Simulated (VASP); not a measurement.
# KRb2MoF6 (Fm-3m) in VASP: a series of runs

Runs on KRb2MoF6. Level: LDA. Tasks: single point.

Program: VASP 6.6.1. These are calculated values, not measurements. Logs are shortened: lines on timing, memory, paths and dates and some standing lists are left out, and cuts for length are marked.

### 1 The cell of the first run

Symmetry: Fm-3m, No. 225, cubic system. Conventional cell: a = 8.911 Å, b = 8.911 Å, c = 8.911 Å, α = 90.00°, β = 90.00°, γ = 90.00°. K (site symmetry m-3m) has 6 F at 2.43 Å within 3.2 Å. Rb (site symmetry -43m) has 12 F at 3.16 Å and 4 K at 3.86 Å and 4 Mo at 3.86 Å within 4.2 Å. Mo (site symmetry m-3m) has 6 F at 2.02 Å within 2.7 Å. Within 2.7 Å of F (site symmetry 4mm) lie 1 Mo at 2.02 Å and 1 K at 2.43 Å.

### 2 Single point, LDA

INCAR

```
SYSTEM = KRb2MoF6
PREC = Accurate ; ENCUT = 520
EDIFF = 1E-6 ; ISMEAR = 1
SIGMA = 0.15 ; LREAL = .False.
LASPH = .True. ; NELM = 100
ALGO = Normal ; ISIF = 2
LWAVE = .False. ; LCHARG = .True.
GGA = CA ; LELF = .True.
LVHAR = .True. ; NBANDS = 52
```

KPOINTS

```
regular mesh
0
Gamma
  5 5 5
  0 0 0
```

POSCAR

```
KRb2MoF6
1.0
    0.0000000000      4.4555000000      4.4555000000
    4.4555000000      0.0000000000      4.4555000000
    4.4555000000      4.4555000000      0.0000000000
K Rb Mo F
1 2 1 6
Direct
    0.5000000000      0.5000000000      0.5000000000
    0.2500000000      0.2500000000      0.2500000000
    0.7500000000      0.7500000000      0.7500000000
    0.0000000000      0.0000000000      0.0000000000
    0.7730000000      0.2270000000      0.2270000000
    0.2270000000      0.7730000000      0.2270000000
    0.2270000000      0.7730000000      0.7730000000
    0.7730000000      0.2270000000      0.7730000000
    0.2270000000      0.2270000000      0.7730000000
    0.7730000000      0.7730000000      0.2270000000
```

Potentials or basis: VASP PAW LDA potentials, release 64 (K_sv, Rb_sv, Mo_sv, F).

Run with:

```console
$ cat potpaw_LDA.64/K_sv/POTCAR potpaw_LDA.64/Rb_sv/POTCAR potpaw_LDA.64/Mo_sv/POTCAR potpaw_LDA.64/F/POTCAR > POTCAR
$ mpirun -np 1 vasp_std > vasp.out
```

OUTCAR:

```text
SYSTEM = KRb2MoF6
   PREC = Accurate
   ENCUT = 520
   EDIFF = 1E-6
   ISMEAR = 1
   LREAL = .False.
   LASPH = .True.
   NELM = 100
   ISIF = 2
   GGA = CA

 ion  position               nearest neighbor table
   1  0.500  0.500  0.500-   5 2.43   6 2.43   7 2.43   8 2.43   9 2.43  10 2.43   2 3.86   2 3.86
                             2 3.86   3 3.86   3 3.86   3 3.86   3 3.86   2 3.86
   2  0.250  0.250  0.250-   5 3.16   8 3.16  10 3.16   6 3.16   7 3.16  10 3.16   7 3.16   8 3.16
                             9 3.16   5 3.16   6 3.16   9 3.16   4 3.86   4 3.86   4 3.86   1 3.86
   3  0.750  0.750  0.750-   7 3.16   8 3.16  10 3.16   5 3.16   6 3.16  10 3.16   5 3.16   8 3.16
                             9 3.16   6 3.16   7 3.16   9 3.16   1 3.86   1 3.86   4 3.86   1 3.86
   4  0.000  0.000  0.000-   5 2.02   6 2.02   7 2.02   8 2.02   9 2.02  10 2.02   3 3.86   3 3.86
                             3 3.86   2 3.86   2 3.86   2 3.86   3 3.86   2 3.86
   5  0.773  0.227  0.227-   4 2.02   1 2.43   3 3.16   2 3.16   3 3.16   2 3.16
   6  0.227  0.773  0.227-   4 2.02   1 2.43   3 3.16   2 3.16   3 3.16   2 3.16
   7  0.227  0.773  0.773-   4 2.02   1 2.43   3 3.16   3 3.16   2 3.16   2 3.16
   8  0.773  0.227  0.773-   4 2.02   1 2.43   3 3.16   3 3.16   2 3.16   2 3.16
   9  0.227  0.227  0.773-   4 2.02   1 2.43   3 3.16   2 3.16   3 3.16   2 3.16
  10  0.773  0.773  0.227-   4 2.02   1 2.43   3 3.16   3 3.16   2 3.16   2 3.16

  LATTYP: Found a face centered cubic cell.
 ALAT       =     8.9110000000

  Lattice vectors:

 A1 = (   0.0000000000,   4.4555000000,   4.4555000000)
 A2 = (   4.4555000000,   0.0000000000,   4.4555000000)
 A3 = (   4.4555000000,   4.4555000000,   0.0000000000)

Analysis of symmetry for initial positions (statically):
=====================================================================
 Subroutine PRICEL returns:
 Original cell was already a primitive cell.

 Routine SETGRP: Setting up the symmetry group for a
 face centered cubic supercell.

 Subroutine GETGRP returns: Found 48 space group operations
 (whereof 48 operations were pure point group operations)
 out of a pool of 48 trial point group operations.

The static configuration has the point symmetry O_h .

Analysis of symmetry for dynamics (positions and initial velocities):
=====================================================================
 Subroutine PRICEL returns:
 Original cell was already a primitive cell.

 Routine SETGRP: Setting up the symmetry group for a
 face centered cubic supercell.

 Subroutine GETGRP returns: Found 48 space group operations
 (whereof 48 operations were pure point group operations)
 out of a pool of 48 trial point group operations.

The dynamic configuration has the point symmetry O_h .

 Subroutine INISYM returns: Found 48 space group operations
 (whereof 48 operations are pure point group operations),
 and found     1 'primitive' translations

----------------------------------------------------------------------------------------

                                     Primitive cell

  volume of cell :     176.8965

  direct lattice vectors                    reciprocal lattice vectors
     0.000000000  4.455500000  4.455500000    -0.112220851  0.112220851  0.112220851
     4.455500000  0.000000000  4.455500000     0.112220851 -0.112220851  0.112220851
     4.455500000  4.455500000  0.000000000     0.112220851  0.112220851 -0.112220851

  length of vectors
     6.301028527  6.301028527  6.301028527     0.194372215  0.194372215  0.194372215

  position of ions in fractional coordinates (direct lattice)
     0.500000000  0.500000000  0.500000000
     0.250000000  0.250000000  0.250000000
     0.750000000  0.750000000  0.750000000
     0.000000000  0.000000000  0.000000000
     0.773000000  0.227000000  0.227000000
     0.227000000  0.773000000  0.227000000
     0.227000000  0.773000000  0.773000000
     0.773000000  0.227000000  0.773000000
     0.227000000  0.227000000  0.773000000
     0.773000000  0.773000000  0.227000000

  ion indices of the primitive-cell ions
   primitive index   ion index
                 1           1
                 2           2
                 3           3
                 4           4
                 5           5
                 6           6
                 7           7
                 8           8
                 9           9
                10          10

----------------------------------------------------------------------------------------

 KPOINTS: regular mesh

Automatic generation of k-mesh.
 Grid dimensions read from file:
 generate k-points for:    5    5    5

 Generating k-lattice:

  Cartesian coordinates                     Fractional coordinates (reciprocal lattice)
    -0.022444170  0.022444170  0.022444170     0.200000000  0.000000000  0.000000000
     0.022444170 -0.022444170  0.022444170     0.000000000  0.200000000  0.000000000
     0.022444170  0.022444170 -0.022444170     0.000000000  0.000000000  0.200000000

  Length of vectors
     0.038874443  0.038874443  0.038874443

  Shift w.r.t. Gamma in fractional coordinates (k-lattice)
     0.000000000  0.000000000  0.000000000

 Subroutine IBZKPT returns following result:
 ===========================================

 Found     10 irreducible k-points:

 Following reciprocal coordinates:
            Coordinates               Weight
  0.000000  0.000000  0.000000      1.000000
  0.200000  0.000000  0.000000      8.000000
  0.400000  0.000000  0.000000      8.000000
  0.200000  0.200000  0.000000      6.000000
  0.400000  0.200000  0.000000     24.000000
 -0.400000  0.200000  0.000000     24.000000
 -0.200000  0.200000  0.000000     12.000000
  0.400000  0.400000  0.000000      6.000000
 -0.400000  0.400000  0.000000     12.000000
 -0.400000  0.400000  0.200000     24.000000
   k-points           NKPTS =     10   k-points in BZ     NKDIM =     10   number of bands    NBANDS=     52
   number of dos      NEDOS =    301   number of ions     NIONS =     10
   total plane-waves  NPLWV = 110592
   dimension x,y,z NGX =    48 NGY =   48 NGZ =   48
   dimension x,y,z NGXF=    96 NGYF=   96 NGZF=   96
   ions per type =               1   2   1   6
   NGX,Y,Z   is equivalent  to a cutoff of  12.66, 12.66, 12.66 a.u.
   NGXF,Y,Z  is equivalent  to a cutoff of  25.33, 25.33, 25.33 a.u.
 SYSTEM =  KRb2MoF6
   PREC   = accura    normal or accurate (medium, high low for compatibility)
   ISTART =      0    job   : 0-new  1-cont  2-samecut
   ICHARG =      2    charge: 1-file 2-atom 10-const
   ISPIN  =      1    spin polarized calculation?
   LNONCOLLINEAR =      F non collinear calculations
   LSORBIT =      F    spin-orbit coupling
   LASPH  =      T    aspherical Exc in radial PAW
   ENCUT  =  520.0 eV  38.22 Ry    6.18 a.u.  11.72 11.72 11.72*2*pi/ulx,y,z
   NELM   =    100;   NELMIN=  2; NELMDL= -5     # of ELM steps
   EDIFF  = 0.1E-05   stopping-criterion for ELM
   LREAL  =      F    real-space projection
   EDIFFG = 0.1E-04   stopping-criterion for IOM
   NSW    =      0    number of steps for IOM
   IBRION =     -1    ionic relax: 0-MD 1-quasi-New 2-CG
   NFREE  =      0    steps in history (QN), initial steepest desc. (CG)
   ISIF   =      2    stress and relaxation
   ISYM   =      2    0-nonsym 1-usesym 2-fastsym
   POTIM  = 0.5000    time-step for ionic-motion
   TEBEG  =    0.0;   TEEND  =   0.0 temperature during run
   PSTRESS=    0.0 pullay stress
   NELECT =      83.0000    total number of electrons
   NUPDOWN=      -1.0000    fix difference up-down
   EMIN   =  10.00;   EMAX   =-10.00  energy-range for DOS
   EFERMI =   0.00;   METHOD = LEGACY
   ISMEAR =     1;   SIGMA  =   0.15  broadening in eV -4-tet -1-fermi 0-gaus
   EFERMI_NEDOS =   21; number of points for ismear=-14 and -15
   IALGO  =     38    algorithm
   IMIX   =      4    mixing-type and parameters
     AMIX     =   0.40;   BMIX     =  1.00
     AMIX_MAG =   1.60;   BMIX_MAG =  1.00
  volume/ion in A,a.u.               =      17.69       119.38
  Fermi-wavevector in a.u.,A,eV,Ry     =   1.272119  2.403956 22.018129  1.618287
  Thomas-Fermi vector in A             =   2.405015
   LORBIT       =      0    0 simple, 1 ext, 2 COOP (PROOUT), +10 PAW based schemes
   GGA     = CA    functional components
   LHFCALC =     F    Hartree Fock is set to
   AEXX    =    0.0000 exact exchange contribution
   IVDW    =     0    specifies the selected vdW correction
   LEPSILON=     F    determine dielectric tensor
   LRPA    =     F    only Hartree local field effects (RPA)
 non-spin polarized calculation
 Methfessel and Paxton  Order N= 1 SIGMA  =   0.15
  energy-cutoff  :      520.00
  volume of cell :      176.90
 maximum number of plane-waves:      4792
   NGX = 23   NGY = 23   NGZ = 23

 number of electron      83.0000021 magnetization

 Free energy of the ion-electron system (eV)
  ---------------------------------------------------
  ext. energy  EPLUGINS =         0.00000000
  ---------------------------------------------------
  free energy    TOTEN  =       -54.38652550 eV

  energy without entropy =      -54.28718118  energy(sigma->0) =      -54.35341072

 E-fermi :   3.2925     XC(G=0):  -9.5737

 val. band max:        3.2899787162   @ k =   0.4000   0.0000   0.0000
 cond. band min:       3.2929922408   @ k =  -0.4000   0.2000   0.0000
 fundamental gap:      0.0030135246
 Fermi energy:         3.2925383053

 k-point     1 :       0.0000    0.0000    0.0000
  band No.  band energies     occupation
      1     -58.5614      2.00000
      2     -33.0116      2.00000
      3     -33.0116      2.00000
      4     -33.0116      2.00000
      5     -26.8832      2.00000
      6     -25.0649      2.00000
[... 44 lines left out ...]
     51       7.2200      0.00000
     52       8.3805      0.00000

 k-point     2 :       0.2000    0.0000    0.0000
  band No.  band energies     occupation
      1     -58.5614      2.00000
      2     -33.0116      2.00000
      3     -33.0116      2.00000
      4     -33.0116      2.00000
      5     -26.8821      2.00000
      6     -25.0605      2.00000
[... 44 lines left out ...]
     51       7.4649      0.00000
     52       8.0176      0.00000

 k-point     3 :       0.4000    0.0000    0.0000
  band No.  band energies     occupation
      1     -58.5614      2.00000
      2     -33.0118      2.00000
      3     -33.0116      2.00000
      4     -33.0116      2.00000
      5     -26.8802      2.00000
      6     -25.0500      2.00000
[... 44 lines left out ...]
     51       7.8694      0.00000
     52       8.0375      0.00000
[... 276 lines left out ...]
 k-point     9 :      -0.4000    0.4000    0.0000
  band No.  band energies     occupation
      1     -58.5614      2.00000
      2     -33.0117      2.00000
      3     -33.0117      2.00000
      4     -33.0116      2.00000
      5     -26.8806      2.00000
      6     -25.0468      2.00000
[... 44 lines left out ...]
     51       8.3412      0.00000
     52       8.4101      0.00000

 k-point    10 :      -0.4000    0.4000    0.2000
  band No.  band energies     occupation
      1     -58.5614      2.00000
      2     -33.0117      2.00000
      3     -33.0116      2.00000
      4     -33.0116      2.00000
      5     -26.8804      2.00000
      6     -25.0463      2.00000
[... 44 lines left out ...]
     51       7.9559      0.00000
     52       8.2389      0.00000

------------------------ aborting loop because EDIFF is reached ----------------------------------------

  FORCE on cell =-STRESS in cart. coord.  units (eV):
  Direction    XX          YY          ZZ          XY          YZ          ZX
  --------------------------------------------------------------------------------------
  -------------------------------------------------------------------------------------
  Total       -1.7987420     -1.7987420     -1.7987420      0.0000000     -0.0000000      0.0000000
  in kB      -16.2914643    -16.2914643    -16.2914643      0.0000000     -0.0000000      0.0000000
  external PRESSURE =     -16.2914643 kB  Pullay stress =       0.0000000 kB

 VOLUME and BASIS-vectors are now :
 -----------------------------------------------------------------------------
  energy-cutoff  :      520.00
  volume of cell :      176.90
      direct lattice vectors                 reciprocal lattice vectors
     0.000000000  4.455500000  4.455500000    -0.112220851  0.112220851  0.112220851
     4.455500000  0.000000000  4.455500000     0.112220851 -0.112220851  0.112220851
     4.455500000  4.455500000  0.000000000     0.112220851  0.112220851 -0.112220851

 POSITION                                       TOTAL-FORCE (eV/Angst)
 -----------------------------------------------------------------------------------
      4.45550      4.45550      4.45550         0.000000     -0.000000     -0.000000
      2.22775      2.22775      2.22775         0.000000     -0.000000     -0.000000
      6.68325      6.68325      6.68325         0.000000      0.000000      0.000000
      0.00000      0.00000      0.00000         0.000000     -0.000000      0.000000
      2.02280      4.45550      4.45550        -0.079057     -0.000000      0.000000
      4.45550      2.02280      4.45550         0.000000     -0.079057      0.000000
      6.88820      4.45550      4.45550         0.079057     -0.000000      0.000000
      4.45550      6.88820      4.45550         0.000000      0.079057      0.000000
      4.45550      4.45550      2.02280         0.000000     -0.000000     -0.079057
      4.45550      4.45550      6.88820         0.000000     -0.000000      0.079057
 -----------------------------------------------------------------------------------
    total drift:                               -0.000000      0.000000      0.000000

  FREE ENERGIE OF THE ION-ELECTRON SYSTEM (eV)
  ---------------------------------------------------
  free  energy   TOTEN  =       -54.3865254968 eV

  energy  without entropy=      -54.2871811790  energy(sigma->0) =      -54.35341072
```

Wall time 47 s (1 thread of Intel Xeon 6975P-C (Granite Rapids), shared host); peak memory 0.3 GiB.

Results:

```
Free energy            : -54.3865 eV
Pressure               : -1.6 GPa
Largest force          : 0.079 eV/Å
Band gap on the k mesh : zero (an odd number of electrons rules out a gap without spin polarisation)
```

Forces in eV/Å, atoms in the order of the input:
```
K    0.000  0.000  0.000
Rb   0.000  0.000  0.000
Rb   0.000  0.000  0.000
Mo   0.000  0.000  0.000
F   -0.079  0.000  0.000
F    0.000 -0.079  0.000
F    0.079  0.000  0.000
F    0.000  0.079  0.000
F    0.000  0.000 -0.079
F    0.000  0.000  0.079
```

Levels at points of the mesh, in eV from the Fermi level:
| k point | band 38 | band 39 | band 40 | band 41 | band 42 | band 43 | band 44 | band 45 | band 46 | band 47 |
| --- | --- | --- | --- | --- | --- | --- | --- | --- | --- | --- |
| (0.00, 0.00, 0.00) | -5.94 | -5.94 | -5.94 | -0.11 | -0.11 | -0.11 | 0.57 | 2.56 | 2.56 | 3.65 |

Caveat: an odd number of electrons without spin polarisation forces a metal; a magnetic or distorted state may lie lower.

### 3 Single point, LDA

INCAR

```
ALGO = Normal
EDIFF = 1E-6
ENCUT = 520
ISIF = 2
ISMEAR = 1
LASPH = T
LCHARG = F
LREAL = F
LWAVE = F
NBANDS = 52
NELM = 80
PREC = Accurate
SIGMA = 0.15
```

KPOINTS

```
k-points
0
Gamma
  5 5 5
```

POSCAR is that of step 2.

Potentials or basis: VASP PAW LDA potentials, release 64 (K_sv, Rb_sv, Mo_sv, F).

Run with:

```console
$ cat potpaw_LDA.64/K_sv/POTCAR potpaw_LDA.64/Rb_sv/POTCAR potpaw_LDA.64/Mo_sv/POTCAR potpaw_LDA.64/F/POTCAR > POTCAR
$ mpirun -np 1 vasp_std > vasp.out
```

Wall time 46 s (1 thread of Intel Xeon 6975P-C (Granite Rapids), shared host); peak memory 0.3 GiB.

The run converged. Its results:

* Free energy: -54.3865 eV
* Pressure: -1.6 GPa
* Largest force: 0.079 eV/Å
* Band gap on the k mesh: zero (an odd number of electrons rules out a gap without spin polarisation)

Forces on the atoms (eV/Å):
```
K    0.000  0.000  0.000
Rb   0.000  0.000  0.000
Rb   0.000  0.000  0.000
Mo   0.000  0.000  0.000
F   -0.079  0.000  0.000
F    0.000 -0.079  0.000
F    0.079  0.000  0.000
F    0.000  0.079  0.000
F    0.000  0.000 -0.079
F    0.000  0.000  0.079
```

Levels at points of the mesh, in eV from the Fermi level:
| k point | band 38 | band 39 | band 40 | band 41 | band 42 | band 43 | band 44 | band 45 | band 46 | band 47 |
| --- | --- | --- | --- | --- | --- | --- | --- | --- | --- | --- |
| (0.00, 0.00, 0.00) | -5.94 | -5.94 | -5.94 | -0.11 | -0.11 | -0.11 | 0.57 | 2.56 | 2.56 | 3.65 |

Caveat: an odd number of electrons without spin polarisation forces a metal; a magnetic or distorted state may lie lower.
